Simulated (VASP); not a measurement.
# PtS2 (P-3m1) in VASP: notebook, part 2 of 2

VASP 6.6.1. Earlier steps stand in the parts before.

**5. Relaxation of cell and atoms, PBE, target pressure 2 GPa, at which the enthalpy is minimised**

This run uses another cell than the first one, of 18.26 Å³/atom, 1.068 times its volume.

Input file INCAR:

```
SYSTEM = PtS2
PREC = Accurate
ENCUT = 600
EDIFF = 1E-7
ISMEAR = -1
SIGMA = 0.05
LREAL = .FALSE.
LASPH = .TRUE.
NELM = 100
ALGO = Normal
ISIF = 3
LWAVE = .FALSE.
LCHARG = .FALSE.
GGA = PE
IBRION = 2
NSW = 60
EDIFFG = -0.01
PSTRESS = 20.0
```

Input file KPOINTS:

```
Automatic mesh
0
G
  9 9 5
  0 0 0
```

Input file POSCAR:

```
PtS2
1.0
    3.5432000000      0.0000000000      0.0000000000
   -1.7716000000      3.0685012107      0.0000000000
    0.0000000000      0.0000000000      5.0388000000
Pt S
1 2
Direct
    0.0000000000      0.0000000000      0.0000000000
    0.6666666667      0.3333333333      0.7730000000
    0.3333333333      0.6666666667      0.2270000000
```

Started as:

```sh
$ cat potpaw_PBE.64/Pt/POTCAR potpaw_PBE.64/S/POTCAR > POTCAR
$ mpirun -np 1 vasp_std > vasp.out
```

Wall time 9.3 min (1 thread of Intel Xeon Platinum 8488C (Sapphire Rapids), shared host); peak memory 0.22 GiB.

The run converged. Its results:

* Free energy: -15.4053 eV
* Relaxed volume: 18.80 Å³/atom
* Relaxed cell: a = 3.577 Å, b = 3.577 Å, c = 5.092 Å, α = 90.00°, β = 90.00°, γ = 120.00°
* Space group after relaxing (to 0.05 Å): P-3m1 (No. 164)
* Energy change on relaxing (the enthalpy is what falls): -44.5 meV/atom
* Ionic steps: 17
* Pressure after relaxing: 2.0 GPa
* Largest force after relaxing: 0.006 eV/Å
* Band gap on the k mesh: 0.81 eV, indirect (least direct gap 1.03 eV)

Forces on the atoms (eV/Å):
```
Pt   0.000  0.000  0.000
S    0.000  0.000 -0.006
S    0.000  0.000  0.006
```

The path:
```tsv
step	energy change (eV)	largest force (eV/Å)	pressure (GPa)	volume (Å³)
1	0.0000	1.2127	11.13	54.78
2	0.0952	1.1620	-10.50	63.46
3	-0.1386	0.1857	1.27	57.72
4	-0.1374	0.2167	1.56	57.62
5	-0.1367	0.2342	1.72	57.56
6	-0.1415	0.1386	1.90	57.35
7	-0.1415	0.0318	2.08	57.11
8	-0.1414	0.0278	2.09	57.10
9	-0.1425	0.0114	1.72	57.19
10	-0.1420	0.0084	1.90	57.15
11	-0.1414	0.0088	1.91	57.09
12	-0.1396	0.0104	1.95	56.93
13	-0.1358	0.0137	2.02	56.61
14	-0.1274	0.0217	2.18	55.96
15	-0.1333	0.0171	2.08	56.41
16	-0.1334	0.0264	1.72	56.42
17	-0.1334	0.0062	1.99	56.41
```

Final structure:
```yaml
crystal:
  lattice:
    - [3.57676, 0.00000, 0.00000]
    - [-1.78838, 3.09756, 0.00000]
    - [0.00000, 0.00000, 5.09150]
  atoms:
    - { symbol: Pt, position: [0.00000, 0.00000, 0.00000] }
    - { symbol: S, position: [0.66667, 0.33333, 0.76149] }
    - { symbol: S, position: [0.33333, 0.66667, 0.23851] }
```

Levels at points of the mesh, in eV from the valence-band top:
```tsv
k point	band 8	band 9	band 10	band 11	band 12	band 13	band 14	band 15
(0.00, 0.00, 0.00)	-1.93	-1.07	-1.07	0.00	2.08	2.08	4.72	5.33
```

Caveat: the cell is relaxed towards a set pressure, so the enthalpy falls and the energy may rise; spin-orbit coupling is left out, which moves the levels of the heavy elements.

**6. Relaxation of cell and atoms, PBE, target pressure 5 GPa, at which the enthalpy is minimised**

This run uses another cell than the first one, of 18.26 Å³/atom, 1.068 times its volume.

Input file INCAR:

```
SYSTEM = PtS2
ALGO = Normal
EDIFF = 1E-6
EDIFFG = -0.01
ENCUT = 600
GGA = PE
IBRION = 2
ISIF = 3
ISMEAR = -1
LASPH = .True.
LCHARG = .False.
LREAL = .False.
LWAVE = .False.
NELM = 80
NSW = 60
PREC = Accurate
PSTRESS = 50.0
SIGMA = 0.05
```

Input file KPOINTS:

```
k-points
0
Gamma
  9 9 5
  0 0 0
```

POSCAR is that of step 5.

Potentials or basis: VASP PAW PBE potentials, release 64 (Pt, S).

Started as:

```sh
$ cat potpaw_PBE.64/Pt/POTCAR potpaw_PBE.64/S/POTCAR > POTCAR
$ mpirun -np 1 vasp_std > vasp.out
```

OUTCAR:

```text
SYSTEM = PtS2
   EDIFF = 1E-6
   EDIFFG = -0.01
   ENCUT = 600
   GGA = PE
   IBRION = 2
   ISIF = 3
   ISMEAR = -1
   LASPH = .True.
   LREAL = .False.
   NELM = 80
   NSW = 60
   PREC = Accurate
   PSTRESS = 50.0

 ion  position               nearest neighbor table
   1  0.000  0.000  0.000-   2 2.34   3 2.34   2 2.34   3 2.34   2 2.34   3 2.34
   2  0.667  0.333  0.773-   1 2.34   1 2.34   1 2.34
   3  0.333  0.667  0.227-   1 2.34   1 2.34   1 2.34

  LATTYP: Found a hexagonal cell.
 ALAT       =     3.5432000000
 C/A-ratio  =     1.4221043125

  Lattice vectors:

 A1 = (   3.5432000000,   0.0000000000,   0.0000000000)
 A2 = (  -1.7716000000,   3.0685012107,   0.0000000000)
 A3 = (   0.0000000000,   0.0000000000,   5.0388000000)

Analysis of symmetry for initial positions (statically):
=====================================================================
 Subroutine PRICEL returns:
 Original cell was already a primitive cell.

 Routine SETGRP: Setting up the symmetry group for a
 hexagonal supercell.

 Subroutine GETGRP returns: Found 12 space group operations
 (whereof 12 operations were pure point group operations)
 out of a pool of 24 trial point group operations.

The static configuration has the point symmetry D_3d.

Analysis of symmetry for dynamics (positions and initial velocities):
=====================================================================
 Subroutine PRICEL returns:
 Original cell was already a primitive cell.

 Routine SETGRP: Setting up the symmetry group for a
 hexagonal supercell.

 Subroutine GETGRP returns: Found 12 space group operations
 (whereof 12 operations were pure point group operations)
 out of a pool of 24 trial point group operations.

The dynamic configuration has the point symmetry D_3d.

 Subroutine INISYM returns: Found 12 space group operations
 (whereof 12 operations are pure point group operations),
 and found     1 'primitive' translations

----------------------------------------------------------------------------------------

[... 145 lines left out ...]

  FORCE on cell =-STRESS in cart. coord.  units (eV):
  Direction    XX          YY          ZZ          XY          YZ          ZX
  --------------------------------------------------------------------------------------
  -------------------------------------------------------------------------------------
  Total        3.9739653      3.9739653      3.4670567      0.0000000      0.0000000      0.0000000
  in kB      116.2212574    116.2212574    101.3963770      0.0000000      0.0000000      0.0000000
  external PRESSURE =      61.2796306 kB  Pullay stress =      50.0000000 kB
[... 100 lines left out ...]
  energy  without entropy=      -15.3967547395  energy(sigma->0) =      -15.39675940

  enthalpy is  TOTEN    =       -13.6244502614 eV   P V=        1.7723138085

[... ionic steps 4 to 12 ...]

--------------------------------------- Ionic step       13  -------------------------------------------

 number of electron      21.9999998 magnetization

------------------------ aborting loop because EDIFF is reached ----------------------------------------
[... 73 lines left out ...]
--------------------------------------- Ionic step       15  -------------------------------------------

 number of electron      21.9999998 magnetization

 Free energy of the ion-electron system (eV)
  ---------------------------------------------------
  ext. energy  EPLUGINS =         0.00000000
  ---------------------------------------------------
  free energy    TOTEN  =       -15.30182137 eV

  energy without entropy =      -15.30064351  energy(sigma->0) =      -15.30123244

 E-fermi :   8.1137     XC(G=0): -11.1026

 val. band max:        7.8576967991   @ k =   0.0000   0.1111   0.2000
 cond. band min:       8.1836571498   @ k =   0.0000   0.0000   0.0000
 fundamental gap:      0.3259603507
 Fermi energy:         8.1136921531

 k-point     1 :       0.0000    0.0000    0.0000
  band No.  band energies     occupation
      1      -7.9217      2.00000
      2      -4.4185      2.00000
      3       0.4095      2.00000
      4       0.9824      2.00000
      5       0.9824      2.00000
      6       3.8465      2.00000
      7       3.8465      2.00000
      8       5.6098      2.00000
      9       6.5052      2.00000
     10       6.5052      2.00000
     11       8.1837      0.39585
     12       9.2504      0.00000
     13       9.2504      0.00000
     14      11.6785      0.00000
[... 401 lines left out ...]
      2      -5.1669      2.00000
      3       0.8326      2.00000
      4       1.3834      2.00000
      5       1.9484      2.00000
      6       2.6432      2.00000
      7       3.4046      2.00000
      8       4.5134      2.00000
      9       5.6304      2.00000
     10       6.0344      2.00000
     11       7.2492      2.00000
     12       8.5441      0.00037
     13       9.3122      0.00000
     14      12.9921      0.00000
     15      14.6104      0.00000

 [... further k-points ...]

------------------------ aborting loop because EDIFF is reached ----------------------------------------

  FORCE on cell =-STRESS in cart. coord.  units (eV):
  Direction    XX          YY          ZZ          XY          YZ          ZX
  --------------------------------------------------------------------------------------
  -------------------------------------------------------------------------------------
  Total        1.6009283      1.6009283      1.6033057      0.0000000     -0.0000000     -0.0000000
  in kB       49.9901345     49.9901345     50.0643708      0.0000000     -0.0000000     -0.0000000
  external PRESSURE =       0.0148799 kB  Pullay stress =      50.0000000 kB
[... 22 lines left out ...]
  energy  without entropy=      -15.3006435067  energy(sigma->0) =      -15.30123244

  enthalpy is  TOTEN    =       -13.7005771242 eV   P V=        1.6012442443

 reached required accuracy - stopping structural energy minimisation
```

OSZICAR:

```text
N       E                     dE             d eps       ncg     rms          rms(c)
DAV:   1     0.129504883350E+03    0.12950E+03   -0.11505E+04  1516   0.147E+03
DAV:   2    -0.107185356870E+02   -0.14022E+03   -0.13720E+03  1878   0.266E+02
DAV:   3    -0.166052471075E+02   -0.58867E+01   -0.58595E+01  1997   0.579E+01
DAV:   4    -0.166693383921E+02   -0.64091E-01   -0.64073E-01  1885   0.663E+00
[... 140 lines left out ...]
DAV:   1    -0.153018396300E+02   -0.44807E-03   -0.48602E-03  1500   0.475E-01    0.420E-02
DAV:   2    -0.153018265724E+02    0.13058E-04   -0.26710E-04  1948   0.116E-01    0.222E-02
DAV:   3    -0.153018229035E+02    0.36689E-05   -0.14169E-05  1773   0.329E-02    0.136E-02
DAV:   4    -0.153018215501E+02    0.13534E-05   -0.21779E-06  1170   0.122E-02    0.490E-03
DAV:   5    -0.153018213685E+02    0.18162E-06   -0.82556E-07   813   0.861E-03
  15 F= -.13700577E+02 E0= -.13699988E+02  d E =-.739144E-04
```

CONTCAR:

```text
PtS2
   1.00000000000000
     3.5757394445452118    0.0000000000000000    0.0000000000000000
    -1.7878697222726059    3.0966811963131744   -0.0000000000000000
     0.0000000000000000   -0.0000000000000002    4.6337841259707302
  Pt              S
     1     2
Direct
     0.0000000000000000    0.0000000000000000    0.0000000000000000
     0.6666666667000030    0.3333333332999970    0.7401516563406493
     0.3333333332999970    0.6666666667000030    0.2598483436593508

  0.00000000E+00  0.00000000E+00  0.00000000E+00
  0.00000000E+00  0.00000000E+00  0.00000000E+00
  0.00000000E+00  0.00000000E+00  0.00000000E+00
```

Wall time 4 min (1 thread of Intel Xeon Platinum 8488C (Sapphire Rapids), shared host); peak memory 0.23 GiB.

What came out:

```yaml
Free_energy: -15.3018 eV
Relaxed_volume: 17.10 Å³/atom
Relaxed_cell: a = 3.576 Å, b = 3.576 Å, c = 4.634 Å, α = 90.00°, β = 90.00°, γ = 120.00°
Space_group_after_relaxing_to_0.05_Å: P-3m1 (No. 164)
Energy_change_on_relaxing_the_enthalpy_is_what_falls: -10.0 meV/atom
Ionic_steps: 15
Pressure_after_relaxing: 5.0 GPa
```

Step by step:
| step | energy change (eV) | largest force (eV/Å) | pressure (GPa) | volume (Å³) |
| --- | --- | --- | --- | --- |
| 1 | 0.0000 | 1.2127 | 11.13 | 54.78 |
| 2 | -0.0629 | 0.7453 | -6.47 | 60.51 |
| 3 | -0.1248 | 0.3943 | 3.50 | 56.79 |
| 4 | -0.1232 | 0.4136 | 3.69 | 56.74 |
| 5 | -0.1220 | 0.2861 | 4.08 | 56.04 |
| 6 | -0.0999 | 0.0632 | 4.81 | 54.88 |
| 7 | -0.0950 | 0.0441 | 4.66 | 54.40 |
| 8 | -0.0721 | 0.0003 | 4.42 | 52.95 |
| 9 | 0.0285 | 0.0968 | 4.98 | 49.90 |
| 10 | -0.0470 | 0.0223 | 4.72 | 51.89 |
| 11 | -0.0343 | 0.0090 | 4.71 | 51.46 |
| 12 | -0.0097 | 0.1109 | 6.67 | 50.75 |
| 13 | -0.0304 | 0.0268 | 5.06 | 51.33 |
| 14 | -0.0294 | 0.0172 | 4.98 | 51.30 |
| 15 | -0.0299 | 0.0002 | 5.00 | 51.31 |

Final structure:
```cif
data_structure
_symmetry_space_group_name_H-M 'P 1'
_symmetry_Int_Tables_number 1
_cell_length_a 3.5757
_cell_length_b 3.5757
_cell_length_c 4.6338
_cell_angle_alpha 90.000
_cell_angle_beta 90.000
_cell_angle_gamma 120.000
_cell_volume 51.31
loop_
_atom_site_label
_atom_site_type_symbol
_atom_site_fract_x
_atom_site_fract_y
_atom_site_fract_z
_atom_site_occupancy
Pt1 Pt 0.00000 0.00000 0.00000 1
S1 S 0.66667 0.33333 0.74015 1
S2 S 0.33333 0.66667 0.25985 1
```

Caveat: the cell is relaxed towards a set pressure, so the enthalpy falls and the energy may rise; spin-orbit coupling is left out, which moves the levels of the heavy elements.

**7. The runs side by side**

| task | cell | cutoff (eV) | gap on the mesh (eV) | pressure (GPa) | largest force (eV/Å) |
| --- | --- | --- | --- | --- | --- |
| single point | a = 3.580, b = 3.580, c = 4.624 Å, angles 90.0, 90.0, 120.0°, 3 atoms | 520 | - | 4.5 | 0.04 |
| single point | a = 3.580, b = 3.580, c = 5.080 Å, angles 90.0, 90.0, 120.0°, 3 atoms | 520 | 0.78 | 1.6 | 0.04 |
| single point | a = 3.577, b = 3.577, c = 6.496 Å, angles 90.0, 90.0, 120.0°, 3 atoms | 520 | 1.57 | -0.4 | 0.04 |
| relaxation of cell and atoms | relaxed to 2 GPa from a = 3.543, b = 3.543, c = 5.039 Å, angles 90.0, 90.0, 120.0°, 3 atoms | 600 | 0.81 | 2.0 | 0.01 |
| relaxation of cell and atoms | relaxed to 5 GPa from a = 3.543, b = 3.543, c = 5.039 Å, angles 90.0, 90.0, 120.0°, 3 atoms | 600 | - | 5.0 | - |

Alike in all rows: level PBE; potentials or basis VASP PAW PBE potentials, release 64 (Pt, S); no spin polarisation; k mesh 9 × 9 × 5; smearing fermi-dirac 0.05 eV.

Caveats: spin-orbit coupling is left out, which moves the levels of the heavy elements; the cell is relaxed towards a set pressure, so the enthalpy falls and the energy may rise (some runs); this functional lacks dispersion, which binds the layers, so the pressure and a relaxed spacing across them are unreliable (some runs).

Total energies depend on the potentials used, so only differences within one code and one set of settings carry meaning.
